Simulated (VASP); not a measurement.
# InSbSe4 (R-3m) in VASP: notebook

Aim: see how the results for InSbSe4 move with the level of theory and the settings. Levels: PBEsol, r2SCAN+rVV10. Tasks: single point.

Everything below comes from runs of VASP 6.6.1. Logs are shortened: lines on timing, memory, paths and dates and some standing lists are left out, and cuts for length are marked.

## (1) The cell of the first run

Symmetry: R-3m, No. 166, trigonal system. Conventional cell: a = 5.221 Å, b = 5.221 Å, c = 17.624 Å, α = 90.00°, β = 90.00°, γ = 120.00°. In (site symmetry -3m) has 8 Se at 2.73 to 3.02 Å within 3.6 Å. Within 3.8 Å of Sb (site symmetry -3m) lie 8 Se at 2.86 to 3.02 Å. Within 3.8 Å of Se (site symmetry 3m) lie 1 Sb at 2.86 Å and 3 In at 3.02 Å and 4 Se at 3.02 to 3.22 Å. Se (site symmetry 3m) has 1 In at 2.73 Å and 3 Sb at 3.02 Å and 4 Se at 3.04 to 3.22 Å within 3.6 Å.

## (2) Single point, PBEsol

INCAR reads:

```
SYSTEM = InSbSe4
PREC = Accurate ; ENCUT = 520
EDIFF = 1E-7 ; ISMEAR = -1
SIGMA = 0.03 ; LREAL = .False.
LASPH = .True. ; NELM = 60
ALGO = Normal ; ISIF = 2
LWAVE = .False. ; LCHARG = .True.
GGA = PS ; LELF = .True.
LVHAR = .True. ; NBANDS = 30
```

KPOINTS reads:

```
regular mesh
0
Gamma
  6 6 6
  0 0 0
```

POSCAR reads:

```
InSbSe4
1.0
    2.6104809849      1.5071618981      5.8747456773
   -2.6104809849      1.5071618981      5.8747456773
    0.0000000000     -3.0143237999      5.8747456763
In Sb Se
1 1 4
Direct
    0.0000000000      0.0000000000      0.0000000000
    0.5000000000      0.5000000000      0.5000000000
    0.6623576565      0.6623576565      0.6623576565
    0.8452213614      0.8452213614      0.8452213614
    0.1547786386      0.1547786386      0.1547786386
    0.3376423435      0.3376423435      0.3376423435
```

Potentials or basis: VASP PAW PBE potentials, release 64 (In_d, Sb, Se).

Launch:

```bash
$ cat potpaw_PBE.64/In_d/POTCAR potpaw_PBE.64/Sb/POTCAR potpaw_PBE.64/Se/POTCAR > POTCAR
$ mpirun -np 1 vasp_std > vasp.out
```

OUTCAR:

```text
SYSTEM = InSbSe4
   PREC = Accurate
   ENCUT = 520
   EDIFF = 1E-7
   ISMEAR = -1
   LREAL = .False.
   LASPH = .True.
   NELM = 60
   ISIF = 2
   GGA = PS

 ion  position               nearest neighbor table
   1  0.000  0.000  0.000-   4 2.73   5 2.73   3 3.02   6 3.02   3 3.02   3 3.02   6 3.02   6 3.02

   2  0.500  0.500  0.500-   3 2.86   6 2.86   5 3.02   4 3.02   5 3.02   5 3.02   4 3.02   4 3.02

   3  0.662  0.662  0.662-   2 2.86   1 3.02   1 3.02   1 3.02
   4  0.845  0.845  0.845-   1 2.73   2 3.02   2 3.02   2 3.02
   5  0.155  0.155  0.155-   1 2.73   2 3.02   2 3.02   2 3.02
   6  0.338  0.338  0.338-   2 2.86   1 3.02   1 3.02   1 3.02

  LATTYP: Found a trigonal (rhomboedric) cell.
 ALAT       =     6.6029375836
 COS(alpha) =     0.6873944531

  Lattice vectors:

 A1 = (   2.6104809849,   1.5071618981,   5.8747456773)
 A2 = (  -2.6104809849,   1.5071618981,   5.8747456773)
 A3 = (   0.0000000000,  -3.0143237999,   5.8747456763)

Analysis of symmetry for initial positions (statically):
=====================================================================
 Subroutine PRICEL returns:
 Original cell was already a primitive cell.

 Routine SETGRP: Setting up the symmetry group for a
 trigonal (rhombohedral) supercell.

 Subroutine GETGRP returns: Found 12 space group operations
 (whereof 12 operations were pure point group operations)
 out of a pool of 12 trial point group operations.

The static configuration has the point symmetry D_3d.

Analysis of symmetry for dynamics (positions and initial velocities):
=====================================================================
 Subroutine PRICEL returns:
 Original cell was already a primitive cell.

 Routine SETGRP: Setting up the symmetry group for a
 trigonal (rhombohedral) supercell.

 Subroutine GETGRP returns: Found 12 space group operations
 (whereof 12 operations were pure point group operations)
 out of a pool of 12 trial point group operations.

The dynamic configuration has the point symmetry D_3d.

 Subroutine INISYM returns: Found 12 space group operations
 (whereof 12 operations are pure point group operations),
 and found     1 'primitive' translations

----------------------------------------------------------------------------------------

                                     Primitive cell

  volume of cell :     138.6822

  direct lattice vectors                    reciprocal lattice vectors
     2.610480985  1.507161898  5.874745677     0.191535584  0.110583121  0.056740045
    -2.610480985  1.507161898  5.874745677    -0.191535584  0.110583121  0.056740045
     0.000000000 -3.014323800  5.874745676     0.000000000 -0.221166242  0.056740045

  length of vectors
     6.602937584  6.602937584  6.602937584     0.228328577  0.228328577  0.228328577

  position of ions in fractional coordinates (direct lattice)
     0.000000000  0.000000000  0.000000000
     0.500000000  0.500000000  0.500000000
     0.662357656  0.662357656  0.662357656
     0.845221361  0.845221361  0.845221361
     0.154778639  0.154778639  0.154778639
     0.337642344  0.337642344  0.337642344

  ion indices of the primitive-cell ions
   primitive index   ion index
                 1           1
                 2           2
                 3           3
                 4           4
                 5           5
                 6           6

----------------------------------------------------------------------------------------

 KPOINTS: regular mesh

Automatic generation of k-mesh.
 Grid dimensions read from file:
 generate k-points for:    6    6    6

 Generating k-lattice:

  Cartesian coordinates                     Fractional coordinates (reciprocal lattice)
     0.031922597  0.018430520  0.009456674     0.166666667 -0.000000000 -0.000000000
    -0.031922597  0.018430520  0.009456674    -0.000000000  0.166666667 -0.000000000
     0.000000000 -0.036861040  0.009456674     0.000000000  0.000000000  0.166666667

  Length of vectors
     0.038054763  0.038054763  0.038054763

  Shift w.r.t. Gamma in fractional coordinates (k-lattice)
     0.000000000  0.000000000  0.000000000

 Subroutine IBZKPT returns following result:
 ===========================================

 Found     32 irreducible k-points:

 Following reciprocal coordinates:
            Coordinates               Weight
  0.000000  0.000000  0.000000      1.000000
  0.166667 -0.000000 -0.000000      6.000000
  0.333333 -0.000000  0.000000      6.000000
  0.500000  0.000000  0.000000      3.000000
  0.166667  0.166667 -0.000000      6.000000
  0.333333  0.166667  0.000000     12.000000
[... 16 lines left out ...]
  0.500000  0.500000  0.166667      6.000000
 -0.333333  0.500000  0.166667     12.000000
 [... further k-points ...]
   k-points           NKPTS =     32   k-points in BZ     NKDIM =     32   number of bands    NBANDS=     30
   number of dos      NEDOS =    301   number of ions     NIONS =      6
   total plane-waves  NPLWV = 125000
   dimension x,y,z NGX =    50 NGY =   50 NGZ =   50
   dimension x,y,z NGXF=   100 NGYF=  100 NGZF=  100
   ions per type =               1   1   4
   NGX,Y,Z   is equivalent  to a cutoff of  12.59, 12.59, 12.59 a.u.
   NGXF,Y,Z  is equivalent  to a cutoff of  25.18, 25.18, 25.18 a.u.
 SYSTEM =  InSbSe4
   PREC   = accura    normal or accurate (medium, high low for compatibility)
   ISTART =      0    job   : 0-new  1-cont  2-samecut
   ICHARG =      2    charge: 1-file 2-atom 10-const
   ISPIN  =      1    spin polarized calculation?
   LNONCOLLINEAR =      F non collinear calculations
   LSORBIT =      F    spin-orbit coupling
   LASPH  =      T    aspherical Exc in radial PAW
   ENCUT  =  520.0 eV  38.22 Ry    6.18 a.u.  12.28 12.28 12.28*2*pi/ulx,y,z
   NELM   =     60;   NELMIN=  2; NELMDL= -5     # of ELM steps
   EDIFF  = 0.1E-06   stopping-criterion for ELM
   LREAL  =      F    real-space projection
   EDIFFG = 0.1E-05   stopping-criterion for IOM
   NSW    =      0    number of steps for IOM
   IBRION =     -1    ionic relax: 0-MD 1-quasi-New 2-CG
   NFREE  =      0    steps in history (QN), initial steepest desc. (CG)
   ISIF   =      2    stress and relaxation
   ISYM   =      2    0-nonsym 1-usesym 2-fastsym
   POTIM  = 0.5000    time-step for ionic-motion
   TEBEG  =    0.0;   TEEND  =   0.0 temperature during run
   PSTRESS=    0.0 pullay stress
   NELECT =      42.0000    total number of electrons
   NUPDOWN=      -1.0000    fix difference up-down
   EMIN   =  10.00;   EMAX   =-10.00  energy-range for DOS
   EFERMI =   0.00;   METHOD = LEGACY
   ISMEAR =    -1;   SIGMA  =   0.03  broadening in eV -4-tet -1-fermi 0-gaus
   EFERMI_NEDOS =   21; number of points for ismear=-14 and -15
   IALGO  =     38    algorithm
   IMIX   =      4    mixing-type and parameters
     AMIX     =   0.40;   BMIX     =  1.00
     AMIX_MAG =   1.60;   BMIX_MAG =  1.00
  volume/ion in A,a.u.               =      23.11       155.98
  Fermi-wavevector in a.u.,A,eV,Ry     =   1.099388  2.077542 16.444737  1.208654
  Thomas-Fermi vector in A             =   2.235782
   LORBIT       =      0    0 simple, 1 ext, 2 COOP (PROOUT), +10 PAW based schemes
   GGA     = PS    functional components
   LHFCALC =     F    Hartree Fock is set to
   AEXX    =    0.0000 exact exchange contribution
   IVDW    =     0    specifies the selected vdW correction
   LEPSILON=     F    determine dielectric tensor
   LRPA    =     F    only Hartree local field effects (RPA)
 non-spin polarized calculation
  energy-cutoff  :      520.00
  volume of cell :      138.68
 maximum number of plane-waves:      3766
 NGX is ok and might be reduce to    50
   NGX = 25   NGY = 25   NGZ = 25

 number of electron      42.0000001 magnetization

 Free energy of the ion-electron system (eV)
  ---------------------------------------------------
  ext. energy  EPLUGINS =         0.00000000
  ---------------------------------------------------
  free energy    TOTEN  =       -23.22255293 eV

  energy without entropy =      -23.20796027  energy(sigma->0) =      -23.21525660

 E-fermi :   5.8418     XC(G=0): -10.3208

 val. band max:        5.8326223894   @ k =  -0.3333   0.5000   0.1667
 cond. band min:       5.8519525516   @ k =   0.5000   0.1667   0.0000
 fundamental gap:      0.0193301622
 Fermi energy:         5.8417879043

 k-point     1 :       0.0000    0.0000    0.0000
  band No.  band energies     occupation
      1      -9.1132      2.00000
      2      -8.9060      2.00000
      3      -8.6885      2.00000
      4      -8.6885      2.00000
      5      -8.6180      2.00000
      6      -8.6180      2.00000
[... 22 lines left out ...]
     29      12.2707      0.00000
     30      12.5125      0.00000

 k-point     2 :       0.1667   -0.0000   -0.0000
  band No.  band energies     occupation
      1      -9.0363      2.00000
      2      -8.7934      2.00000
      3      -8.7011      2.00000
      4      -8.6838      2.00000
      5      -8.6192      2.00000
      6      -8.6183      2.00000
[... 22 lines left out ...]
     29      11.8945      0.00000
     30      12.1475      0.00000

 k-point     3 :       0.3333   -0.0000    0.0000
  band No.  band energies     occupation
      1      -8.9403      2.00000
      2      -8.7637      2.00000
      3      -8.6743      2.00000
      4      -8.6220      2.00000
      5      -8.6190      2.00000
      6      -8.3309      2.00000
[... 22 lines left out ...]
     29      11.1502      0.00000
     30      12.0529      0.00000

 k-point     4 :       0.5000    0.0000    0.0000
  band No.  band energies     occupation
      1      -8.9036      2.00000
      2      -8.7847      2.00000
      3      -8.6695      2.00000
      4      -8.6231      2.00000
      5      -8.6193      2.00000
      6      -7.7440      2.00000
[... 616 lines left out ...]
     29      11.1011      0.00000
     30      11.3503      0.00000

 k-point    23 :       0.5000    0.5000    0.1667
  band No.  band energies     occupation
      1      -8.8802      2.00000
      2      -8.7521      2.00000
      3      -8.6743      2.00000
      4      -8.6254      2.00000
      5      -8.6175      2.00000
      6      -8.0753      2.00000
[... 22 lines left out ...]
     29      10.8186      0.00000
     30      11.5468      0.00000

 k-point    24 :      -0.3333    0.5000    0.1667
  band No.  band energies     occupation
      1      -8.8646      2.00000
      2      -8.7621      2.00000
      3      -8.6947      2.00000
      4      -8.6254      2.00000
      5      -8.6188      2.00000
      6      -7.6674      2.00000
[... 22 lines left out ...]
     29      11.0770      0.00000
     30      11.3045      0.00000

 [... further k-points ...]

------------------------ aborting loop because EDIFF is reached ----------------------------------------

  FORCE on cell =-STRESS in cart. coord.  units (eV):
  Direction    XX          YY          ZZ          XY          YZ          ZX
  --------------------------------------------------------------------------------------
  -------------------------------------------------------------------------------------
  Total        0.0053038      0.0053038      0.0507442      0.0000000     -0.0000000      0.0000000
  in kB        0.0612741      0.0612741      0.5862414      0.0000000     -0.0000000      0.0000000
  external PRESSURE =       0.2362632 kB  Pullay stress =       0.0000000 kB

 VOLUME and BASIS-vectors are now :
 -----------------------------------------------------------------------------
  energy-cutoff  :      520.00
  volume of cell :      138.68
      direct lattice vectors                 reciprocal lattice vectors
     2.610480985  1.507161898  5.874745677     0.191535584  0.110583121  0.056740045
    -2.610480985  1.507161898  5.874745677    -0.191535584  0.110583121  0.056740045
     0.000000000 -3.014323800  5.874745676     0.000000000 -0.221166242  0.056740045

 POSITION                                       TOTAL-FORCE (eV/Angst)
 -----------------------------------------------------------------------------------
      0.00000      0.00000      0.00000         0.000000      0.000000      0.000000
      0.00000     -0.00000      8.81212        -0.000000      0.000000      0.000000
      0.00000     -0.00000     11.67355         0.000000     -0.000000      0.004328
      0.00000     -0.00000     14.89638         0.000000      0.000000     -0.013586
      0.00000     -0.00000      2.72786         0.000000     -0.000000      0.013586
      0.00000     -0.00000      5.95069         0.000000      0.000000     -0.004328
 -----------------------------------------------------------------------------------
    total drift:                                0.000000      0.000000      0.000000

  FREE ENERGIE OF THE ION-ELECTRON SYSTEM (eV)
  ---------------------------------------------------
  free  energy   TOTEN  =       -23.2225529300 eV

  energy  without entropy=      -23.2079602700  energy(sigma->0) =      -23.21525660
```

It took 2.1 min on 1 thread of Intel Xeon 6975P-C (Granite Rapids), shared host; peak memory 0.42 GiB.

What came out:

* Free energy: -23.2226 eV
* Pressure: 0.0 GPa
* Largest force: 0.014 eV/Å
* Band gap on the k mesh: zero (bands 21 and 22 overlap by 2.48 eV)

Forces in eV/Å, atoms in the order of the input:
```
In   0.000  0.000  0.000
Sb   0.000  0.000  0.000
Se   0.000  0.000  0.004
Se   0.000  0.000 -0.014
Se   0.000  0.000  0.014
Se   0.000  0.000 -0.004
```

Caveat: the PAW data sets were made with another functional, which shifts forces and pressure a little; spin-orbit coupling is left out, which moves the levels of the heavy elements.

## (3) Single point, r2SCAN+rVV10

This run uses another cell than the first one, of 23.77 Å³/atom.

POSCAR reads:

```
InSbSe4
1.0
    2.6322209371      1.5197134653      5.9412902243
   -2.6322209371      1.5197134653      5.9412902243
    0.0000000000     -3.0394269345      5.9412902233
In Sb Se
1 1 4
Direct
    0.0000000000      0.0000000000      0.0000000000
    0.5000000000      0.5000000000      0.5000000000
    0.6614619556      0.6614619556      0.6614619556
    0.8503083379      0.8503083379      0.8503083379
    0.1496916621      0.1496916621      0.1496916621
    0.3385380444      0.3385380444      0.3385380444
```

INCAR.step1 reads:

```
SYSTEM = InSbSe4
  PREC = Accurate
  ENCUT = 520
  ISMEAR = -1
  SIGMA = 0.03
  LREAL = .FALSE.
  LASPH = .TRUE.
  NELM = 100
  NBANDS = 30
  GGA = PE
  ALGO = Normal
  EDIFF = 1E-4
  LWAVE = .TRUE.
  LCHARG = .FALSE.
```

INCAR.step2 reads:

```
SYSTEM = InSbSe4
  PREC = Accurate
  ENCUT = 520
  EDIFF = 1E-6
  ISMEAR = -1
  SIGMA = 0.03
  LREAL = .FALSE.
  LASPH = .TRUE.
  NELM = 100
  ALGO = Normal
  ISIF = 2
  LWAVE = .FALSE.
  LCHARG = .TRUE.
  METAGGA = R2SCAN
  LMIXTAU = .TRUE.
  LUSE_VDW = .TRUE.
  IVDW_NL = 2
  BPARAM = 11.95
  CPARAM = 0.0093
  LELF = .TRUE.
  LVHAR = .TRUE.
  NBANDS = 30
  ISTART = 1
```

KPOINTS reads:

```
regular mesh
0
G
  6 6 6
  0 0 0
```

Potentials or basis: VASP PAW PBE potentials, release 64 (In_d, Sb, Se).

Launch:

```bash
$ cat potpaw_PBE.64/In_d/POTCAR potpaw_PBE.64/Sb/POTCAR potpaw_PBE.64/Se/POTCAR > POTCAR
$ cp INCAR.step1 INCAR
$ mpirun -np 1 vasp_std > vasp.out
$ cp INCAR.step2 INCAR
$ mpirun -np 1 vasp_std > vasp.out
```

It took 7.4 min on 1 thread of Intel Xeon 6975P-C (Granite Rapids), shared host; peak memory 0.89 GiB.

The run converged. Its results:

| Quantity | Value |
| --- | --- |
| Free energy | -104.6246 eV |
| Pressure | 0.2 GPa |
| Largest force | 0.014 eV/Å |
| Band gap on the k mesh | zero (bands 21 and 22 overlap by 2.21 eV) |

Forces in eV/Å, atoms in the order of the input:
```
In   0.000  0.000  0.000
Sb   0.000  0.000  0.000
Se   0.000  0.000 -0.002
Se   0.000  0.000 -0.014
Se   0.000  0.000  0.014
Se   0.000  0.000  0.002
```

Stress tensor (GPa, compression positive):
```
0.14 0.00 0.00
0.00 0.14 0.00
0.00 0.00 0.22
```

Levels at points of the mesh, in eV from the Fermi level:
```csv
k point,band 19,band 20,band 21,band 22,band 23,band 24
"(0.00, 0.00, 0.00)",-1.71,-1.71,-1.57,-0.62,2.01,3.21
"(0.50, 0.00, 0.00)",-0.54,-0.21,-0.19,0.30,1.89,2.27
"(0.50, 0.50, 0.00)",-0.63,-0.49,-0.30,0.60,1.76,1.85
"(0.50, 0.50, 0.50)",-2.74,-2.04,-1.72,-1.72,-0.24,3.83
```

Caveat: the PAW data sets were made with another functional, which shifts forces and pressure a little; spin-orbit coupling is left out, which moves the levels of the heavy elements.
